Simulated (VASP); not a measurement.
# Ti2NbB3 (P4/mmm) in VASP: a series of runs

Runs on Ti2NbB3. Level: PBE. Tasks: single point, relaxation of cell and atoms.

Program: VASP 6.6.1. These are calculated values, not measurements. Logs are shortened: lines on timing, memory, paths and dates and some standing lists are left out, and cuts for length are marked.

## (1) The cell of the first run

Symmetry: P4/mmm, No. 123, tetragonal system. The conventional cell has a = 2.675 Å, b = 2.675 Å, c = 9.709 Å, α = 90.00°, β = 90.00°, γ = 90.00°. Ti (site symmetry 4mm) has 5 B at 2.32 to 2.40 Å and 4 Ti at 2.68 Å within 3.1 Å. Nb (site symmetry 4/mmm) has 4 Nb at 2.68 Å and 8 Ti at 3.16 Å within 3.5 Å. Within 2.2 Å of B (site symmetry 4mm) lie 5 B at 1.68 to 2.07 Å. B (site symmetry 4/mmm) has 12 B at 2.07 to 2.68 Å and 2 Ti at 2.32 Å within 2.7 Å.

## (2) Single point, PBE

The input, INCAR:

```
PREC = Accurate
ENCUT = 520
EDIFF = 1E-7
ISMEAR = 0
SIGMA = 0.1
LREAL = F
LASPH = T
NELM = 100
ALGO = Normal
ISIF = 2
LWAVE = F
LCHARG = F
GGA = PE
NBANDS = 32
```

The input, KPOINTS:

```
regular mesh
0
Gamma
  6 6 2
```

The input, POSCAR:

```
Ti2NbB3
1.0
    2.6753759162      0.0000000000      0.0000000000
    0.0000000000      2.6753759162      0.0000000000
    0.0000000000      0.0000000000      9.7089169489
Ti Nb B
2 1 3
Direct
    0.5000000000      0.5000000000      0.7392275546
    0.5000000000      0.5000000000      0.2607724454
    0.0000000000      0.0000000000      0.0000000000
    0.0000000000      0.0000000000      0.5864584230
    0.0000000000      0.0000000000      0.4135415770
    0.5000000000      0.5000000000      0.5000000000
```

Potentials or basis: VASP PAW PBE potentials, release 64 (Ti_sv, Nb_sv, B).

Command:

```console
$ cat potpaw_PBE.64/Ti_sv/POTCAR potpaw_PBE.64/Nb_sv/POTCAR potpaw_PBE.64/B/POTCAR > POTCAR
$ mpirun -np 1 vasp_std > vasp.out
```

OUTCAR:

```text
PREC = Accurate
   ENCUT = 520
   EDIFF = 1E-7
   ISMEAR = 0
   LREAL = F
   LASPH = T
   NELM = 100
   ISIF = 2
   GGA = PE

 ion  position               nearest neighbor table
   1  0.500  0.500  0.739-   6 2.32   4 2.40   4 2.40   4 2.40   4 2.40
   2  0.500  0.500  0.261-   6 2.32   5 2.40   5 2.40   5 2.40   5 2.40
   3  0.000  0.000  0.000-
   4  0.000  0.000  0.586-   5 1.68   6 2.07   6 2.07   6 2.07   6 2.07   1 2.40   1 2.40   1 2.40
                             1 2.40
   5  0.000  0.000  0.414-   4 1.68   6 2.07   6 2.07   6 2.07   6 2.07   2 2.40   2 2.40   2 2.40
                             2 2.40
   6  0.500  0.500  0.500-   4 2.07   5 2.07   4 2.07   5 2.07   4 2.07   5 2.07   4 2.07   5 2.07
                             1 2.32   2 2.32

  LATTYP: Found a simple tetragonal cell.
 ALAT       =     2.6753759162
 C/A-ratio  =     3.6289916830

  Lattice vectors:

 A1 = (   2.6753759162,   0.0000000000,   0.0000000000)
 A2 = (   0.0000000000,   2.6753759162,   0.0000000000)
 A3 = (   0.0000000000,   0.0000000000,   9.7089169489)

Analysis of symmetry for initial positions (statically):
=====================================================================
 Subroutine PRICEL returns:
 Original cell was already a primitive cell.

 Routine SETGRP: Setting up the symmetry group for a
 simple tetragonal supercell.

 Subroutine GETGRP returns: Found 16 space group operations
 (whereof 16 operations were pure point group operations)
 out of a pool of 16 trial point group operations.

The static configuration has the point symmetry D_4h.

Analysis of symmetry for dynamics (positions and initial velocities):
=====================================================================
 Subroutine PRICEL returns:
 Original cell was already a primitive cell.

 Routine SETGRP: Setting up the symmetry group for a
 simple tetragonal supercell.

 Subroutine GETGRP returns: Found 16 space group operations
 (whereof 16 operations were pure point group operations)
 out of a pool of 16 trial point group operations.

The dynamic configuration has the point symmetry D_4h.

 Subroutine INISYM returns: Found 16 space group operations
 (whereof 16 operations are pure point group operations),
 and found     1 'primitive' translations

----------------------------------------------------------------------------------------

                                     Primitive cell

  volume of cell :      69.4929

  direct lattice vectors                    reciprocal lattice vectors
     2.675375916  0.000000000  0.000000000     0.373779249  0.000000000  0.000000000
     0.000000000  2.675375916  0.000000000     0.000000000  0.373779249  0.000000000
     0.000000000  0.000000000  9.708916949     0.000000000  0.000000000  0.102998100

  length of vectors
     2.675375916  2.675375916  9.708916949     0.373779249  0.373779249  0.102998100

  position of ions in fractional coordinates (direct lattice)
     0.500000000  0.500000000  0.739227555
     0.500000000  0.500000000  0.260772445
     0.000000000  0.000000000  0.000000000
     0.000000000  0.000000000  0.586458423
     0.000000000  0.000000000  0.413541577
     0.500000000  0.500000000  0.500000000

  ion indices of the primitive-cell ions
   primitive index   ion index
                 1           1
                 2           2
                 3           3
                 4           4
                 5           5
                 6           6

----------------------------------------------------------------------------------------

 KPOINTS: regular mesh

Automatic generation of k-mesh.
 Grid dimensions read from file:
 generate k-points for:    6    6    2

 Generating k-lattice:

  Cartesian coordinates                     Fractional coordinates (reciprocal lattice)
     0.062296541  0.000000000  0.000000000     0.166666667  0.000000000  0.000000000
     0.000000000  0.062296541  0.000000000     0.000000000  0.166666667  0.000000000
     0.000000000  0.000000000  0.051499050     0.000000000  0.000000000  0.500000000

  Length of vectors
     0.062296541  0.062296541  0.051499050

  Shift w.r.t. Gamma in fractional coordinates (k-lattice)
     0.000000000  0.000000000  0.000000000

 Subroutine IBZKPT returns following result:
 ===========================================

 Found     20 irreducible k-points:

 Following reciprocal coordinates:
            Coordinates               Weight
  0.000000  0.000000  0.000000      1.000000
  0.166667  0.000000  0.000000      4.000000
  0.333333  0.000000  0.000000      4.000000
  0.500000  0.000000  0.000000      2.000000
  0.166667  0.166667  0.000000      4.000000
  0.333333  0.166667  0.000000      8.000000
[... 12 lines left out ...]
  0.500000  0.333333  0.500000      4.000000
  0.500000  0.500000  0.500000      1.000000
   k-points           NKPTS =     20   k-points in BZ     NKDIM =     20   number of bands    NBANDS=     32
   number of dos      NEDOS =    301   number of ions     NIONS =      6
   total plane-waves  NPLWV =  28800
   dimension x,y,z NGX =    20 NGY =   20 NGZ =   72
   dimension x,y,z NGXF=    40 NGYF=   40 NGZF=  144
   ions per type =               2   1   3
   NGX,Y,Z   is equivalent  to a cutoff of  12.43, 12.43, 12.33 a.u.
   NGXF,Y,Z  is equivalent  to a cutoff of  24.86, 24.86, 24.66 a.u.
 SYSTEM =  unknown system
   PREC   = accura    normal or accurate (medium, high low for compatibility)
   ISTART =      0    job   : 0-new  1-cont  2-samecut
   ICHARG =      2    charge: 1-file 2-atom 10-const
   ISPIN  =      1    spin polarized calculation?
   LNONCOLLINEAR =      F non collinear calculations
   LSORBIT =      F    spin-orbit coupling
   LASPH  =      T    aspherical Exc in radial PAW
   ENCUT  =  520.0 eV  38.22 Ry    6.18 a.u.   4.97  4.97 18.05*2*pi/ulx,y,z
   NELM   =    100;   NELMIN=  2; NELMDL= -5     # of ELM steps
   EDIFF  = 0.1E-06   stopping-criterion for ELM
   LREAL  =      F    real-space projection
   EDIFFG = 0.1E-05   stopping-criterion for IOM
   NSW    =      0    number of steps for IOM
   IBRION =     -1    ionic relax: 0-MD 1-quasi-New 2-CG
   NFREE  =      0    steps in history (QN), initial steepest desc. (CG)
   ISIF   =      2    stress and relaxation
   ISYM   =      2    0-nonsym 1-usesym 2-fastsym
   POTIM  = 0.5000    time-step for ionic-motion
   TEBEG  =    0.0;   TEEND  =   0.0 temperature during run
   PSTRESS=    0.0 pullay stress
   NELECT =      46.0000    total number of electrons
   NUPDOWN=      -1.0000    fix difference up-down
   EMIN   =  10.00;   EMAX   =-10.00  energy-range for DOS
   EFERMI =   0.00;   METHOD = LEGACY
   ISMEAR =     0;   SIGMA  =   0.10  broadening in eV -4-tet -1-fermi 0-gaus
   EFERMI_NEDOS =   21; number of points for ismear=-14 and -15
   IALGO  =     38    algorithm
   IMIX   =      4    mixing-type and parameters
     AMIX     =   0.40;   BMIX     =  1.00
     AMIX_MAG =   1.60;   BMIX_MAG =  1.00
  volume/ion in A,a.u.               =      11.58        78.16
  Fermi-wavevector in a.u.,A,eV,Ry     =   1.426748  2.696163 27.696158  2.035610
  Thomas-Fermi vector in A             =   2.546992
   LORBIT       =      0    0 simple, 1 ext, 2 COOP (PROOUT), +10 PAW based schemes
   GGA     = PE    functional components
   LHFCALC =     F    Hartree Fock is set to
   AEXX    =    0.0000 exact exchange contribution
   IVDW    =     0    specifies the selected vdW correction
   LEPSILON=     F    determine dielectric tensor
   LRPA    =     F    only Hartree local field effects (RPA)
 non-spin polarized calculation
 Gauss-broadening in eV      SIGMA  =   0.10
  energy-cutoff  :      520.00
  volume of cell :       69.49
 maximum number of plane-waves:      1896
 NGX is ok and might be reduce to    20
   NGX =  9   NGY =  9   NGZ = 37

 number of electron      45.9999995 magnetization

 Free energy of the ion-electron system (eV)
  ---------------------------------------------------
  ext. energy  EPLUGINS =         0.00000000
  ---------------------------------------------------
  free energy    TOTEN  =       -44.84989349 eV

  energy without entropy =      -44.81819292  energy(sigma->0) =      -44.83404321

 E-fermi :   9.1815     XC(G=0): -12.2214

 val. band max:        9.1339877040   @ k =   0.5000   0.3333   0.0000
 cond. band min:       9.1891322673   @ k =   0.5000   0.1667   0.5000
 fundamental gap:      0.0551445633
 Fermi energy:         9.1815240333

 k-point     1 :       0.0000    0.0000    0.0000
  band No.  band energies     occupation
      1     -47.2596      2.00000
      2     -47.2593      2.00000
      3     -45.2001      2.00000
      4     -23.5573      2.00000
      5     -23.5439      2.00000
      6     -23.1262      2.00000
[... 24 lines left out ...]
     31      13.0468      0.00000
     32      13.0611      0.00000

 k-point     2 :       0.1667    0.0000    0.0000
  band No.  band energies     occupation
      1     -47.2330      2.00000
      2     -47.2327      2.00000
      3     -45.1464      2.00000
      4     -23.5277      2.00000
      5     -23.5195      2.00000
      6     -23.3253      2.00000
[... 24 lines left out ...]
     31      12.9187      0.00000
     32      13.0722      0.00000

 k-point     3 :       0.3333    0.0000    0.0000
  band No.  band energies     occupation
      1     -47.1791      2.00000
      2     -47.1790      2.00000
      3     -45.0368      2.00000
      4     -23.7110      2.00000
      5     -23.7077      2.00000
      6     -23.4710      2.00000
[... 24 lines left out ...]
     31      13.2098      0.00000
     32      13.2794      0.00000

 k-point     4 :       0.5000    0.0000    0.0000
  band No.  band energies     occupation
      1     -47.1520      2.00000
      2     -47.1519      2.00000
      3     -44.9810      2.00000
      4     -23.8977      2.00000
      5     -23.8935      2.00000
      6     -23.4491      2.00000
[... 514 lines left out ...]
     31      12.4688      0.00000
     32      12.7104      0.00000

 k-point    19 :       0.5000    0.3333    0.5000
  band No.  band energies     occupation
      1     -47.0754      2.00000
      2     -47.0754      2.00000
      3     -44.8236      2.00000
      4     -23.8055      2.00000
      5     -23.8050      2.00000
      6     -23.6008      2.00000
[... 24 lines left out ...]
     31      13.2799      0.00000
     32      13.7118      0.00000

 k-point    20 :       0.5000    0.5000    0.5000
  band No.  band energies     occupation
      1     -47.0496      2.00000
      2     -47.0496      2.00000
      3     -44.7698      2.00000
      4     -23.7756      2.00000
      5     -23.7756      2.00000
      6     -23.7742      2.00000
[... 24 lines left out ...]
     31      13.9776      0.00000
     32      13.9943      0.00000

------------------------ aborting loop because EDIFF is reached ----------------------------------------

  FORCE on cell =-STRESS in cart. coord.  units (eV):
  Direction    XX          YY          ZZ          XY          YZ          ZX
  --------------------------------------------------------------------------------------
  -------------------------------------------------------------------------------------
  Total       -0.0593299     -0.0593299     -0.0139325      0.0000000      0.0000000      0.0000000
  in kB       -1.3678669     -1.3678669     -0.3212167      0.0000000      0.0000000      0.0000000
  external PRESSURE =      -1.0189835 kB  Pullay stress =       0.0000000 kB

 VOLUME and BASIS-vectors are now :
 -----------------------------------------------------------------------------
  energy-cutoff  :      520.00
  volume of cell :       69.49
      direct lattice vectors                 reciprocal lattice vectors
     2.675375916  0.000000000  0.000000000     0.373779249  0.000000000  0.000000000
     0.000000000  2.675375916  0.000000000     0.000000000  0.373779249  0.000000000
     0.000000000  0.000000000  9.708916949     0.000000000  0.000000000  0.102998100

 POSITION                                       TOTAL-FORCE (eV/Angst)
 -----------------------------------------------------------------------------------
      1.33769      1.33769      7.17710         0.000000      0.000000      0.013486
      1.33769      1.33769      2.53182         0.000000      0.000000     -0.013486
      0.00000      0.00000      0.00000         0.000000      0.000000      0.000000
      0.00000      0.00000      5.69388        -0.000000      0.000000      0.013188
      0.00000      0.00000      4.01504         0.000000     -0.000000     -0.013188
      1.33769      1.33769      4.85446         0.000000      0.000000      0.000000
 -----------------------------------------------------------------------------------
    total drift:                               -0.000000      0.000000      0.000000

  FREE ENERGIE OF THE ION-ELECTRON SYSTEM (eV)
  ---------------------------------------------------
  free  energy   TOTEN  =       -44.8498934912 eV

  energy  without entropy=      -44.8181929201  energy(sigma->0) =      -44.83404321
```

Wall time 26 s (1 thread of Intel Xeon 6975P-C (Granite Rapids), shared host); peak memory 0.19 GiB.

Results:

```yaml
Free_energy: -44.8499 eV
Pressure: -0.1 GPa
Largest_force: 0.013 eV/Å
Band_gap_on_the_k_mesh: zero (band 23 reaches 9.28 eV, above the bottom of band 24 at 8.55 eV)
```

Forces in eV/Å, atoms in the order of the input:
```
Ti   0.000  0.000  0.013
Ti   0.000  0.000 -0.013
Nb   0.000  0.000  0.000
B    0.000  0.000  0.013
B    0.000  0.000 -0.013
B    0.000  0.000  0.000
```

Stress tensor (GPa, compression positive):
```
-0.14  0.00  0.00
 0.00 -0.14  0.00
 0.00  0.00 -0.03
```

Caveat: the k points lie up to 0.39 Å⁻¹ apart.

## (3) Single point, PBE

This run uses another cell than the first one, of 14.06 Å³/atom, 1.214 times its volume.

The input, INCAR:

```
PREC = Accurate
ENCUT = 520
EDIFF = 1E-6
ISMEAR = 0
SIGMA = 0.1
LREAL = F
LASPH = T
NELM = 80
ALGO = Normal
ISIF = 2
LWAVE = F
LCHARG = T
GGA = PE
LELF = T
LVHAR = T
NBANDS = 32
```

KPOINTS is that of step 2.

The input, POSCAR:

```
Ti2NbB3
1.0
    2.8303619300      0.0000000000      0.0000000000
    0.0000000000      2.8303619300      0.0000000000
    0.0000000000      0.0000000000     10.5323416000
Ti Nb B
2 1 3
Direct
    0.5000000000      0.5000000000      0.8681410000
    0.5000000000      0.5000000000      0.1318590000
    0.0000000000      0.0000000000      0.0000000000
    0.0000000000      0.0000000000      0.6647679800
    0.0000000000      0.0000000000      0.3352320200
    0.5000000000      0.5000000000      0.5000000000
```

Potentials or basis: VASP PAW PBE potentials, release 64 (Ti_sv, Nb_sv, B).

Command:

```console
$ cat potpaw_PBE.64/Ti_sv/POTCAR potpaw_PBE.64/Nb_sv/POTCAR potpaw_PBE.64/B/POTCAR > POTCAR
$ mpirun -np 1 vasp_std > vasp.out
```

Run time: 34 s. Hardware: 1 thread of Intel Xeon 6975P-C (Granite Rapids), shared host; peak memory 0.22 GiB.

Results (log left out):

```
Free energy            : -33.9152 eV
Pressure               : 13.0 GPa
Largest force          : 6.092 eV/Å
Band gap on the k mesh : zero (band 23 reaches 7.65 eV, above the bottom of band 24 at 6.19 eV)
```

Forces on the atoms (eV/Å):
```
Ti   0.000  0.000 -6.092
Ti   0.000  0.000  6.092
Nb   0.000  0.000  0.000
B    0.000  0.000  0.071
B    0.000  0.000 -0.071
B    0.000  0.000  0.000
```

Stress tensor (GPa, compression positive):
```
18.16  0.00  0.00
 0.00 18.16  0.00
 0.00  0.00  2.70
```

Levels at points of the mesh, in eV from the Fermi level:
| k point | band 19 | band 20 | band 21 | band 22 | band 23 | band 24 | band 25 | band 26 | band 27 | band 28 |
| --- | --- | --- | --- | --- | --- | --- | --- | --- | --- | --- |
| (0.00, 0.00, 0.00) | -2.97 | -1.16 | 0.04 | 0.65 | 0.65 | 1.18 | 1.69 | 1.69 | 2.35 | 2.94 |
| (0.50, 0.00, 0.00) | -2.61 | -1.49 | -1.46 | -1.02 | -0.75 | -0.19 | 0.77 | 1.16 | 1.62 | 2.59 |
| (0.50, 0.50, 0.00) | -2.36 | -2.36 | -1.86 | -0.79 | -0.79 | -0.11 | 0.09 | 0.09 | 1.58 | 2.20 |
| (0.00, 0.00, 0.50) | -1.23 | -1.16 | -0.72 | 0.64 | 0.64 | 1.18 | 1.72 | 1.72 | 2.35 | 2.90 |
| (0.50, 0.00, 0.50) | -2.67 | -1.46 | -1.04 | -1.02 | -0.74 | -0.24 | -0.04 | 1.63 | 1.80 | 2.02 |
| (0.50, 0.50, 0.50) | -2.13 | -2.13 | -1.19 | -1.19 | -1.16 | -0.81 | 1.07 | 1.07 | 1.34 | 1.34 |

Caveat: the k points lie up to 0.37 Å⁻¹ apart; forces of over 1 eV/Å act on the atoms, so gaps and moduli don't describe the material at rest.

[end of part 1 of 2]
